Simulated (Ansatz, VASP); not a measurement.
Two plane-wave programs on Al

```
CELL_PARAMETERS angstrom
2.52884 4.38008 0.00000
-5.05768 0.00000 0.00000
0.00000 0.00000 28.37346
ATOMIC_POSITIONS crystal
Al 0.33289 0.34875 0.54505
Al 0.66636 0.01545 0.54505
Al 0.99965 0.68221 0.54505
Al 0.66631 0.34883 0.62494
Al 0.99964 0.01549 0.62495
Al 0.33297 0.68216 0.62495
Al 0.99962 0.34887 0.70319
Al 0.33305 0.01551 0.70319
Al 0.66625 0.68209 0.70319
Al 0.33293 0.34883 0.78307
Al 0.66633 0.01552 0.78307
Al 0.99964 0.68223 0.78307
```

Alike in both runs: functional PBE; k mesh 9 × 9 × 1; occupations methfessel-paxton of order 1, width 0.1 eV; no spin polarisation.

Ansatz relaxed the structure, and its values are those at the end. VASP's run is a single point on that final structure, the one shown.

|  | VASP | Ansatz |
| --- | --- | --- |
| version | VASP 6.6.1 | Ansatz 0.2.0 |
| potentials or method | VASP PAW PBE potentials, release 64 (Al), cutoff 400 eV | scalar-relativistic, plane waves, PAW |
| valence electrons in the cell | 36 | 36 |

```tsv
	VASP	Ansatz	Ansatz less VASP
gap on the k mesh at the Fermi level (eV)	none	none	-
rms of the force components (eV/Å)	0.005	0.006	+0.0003
```

A gap of «none» marks a metal or a gap that the smearing closes. With one functional, cell and mesh, what is left measures potentials, basis and numerics.
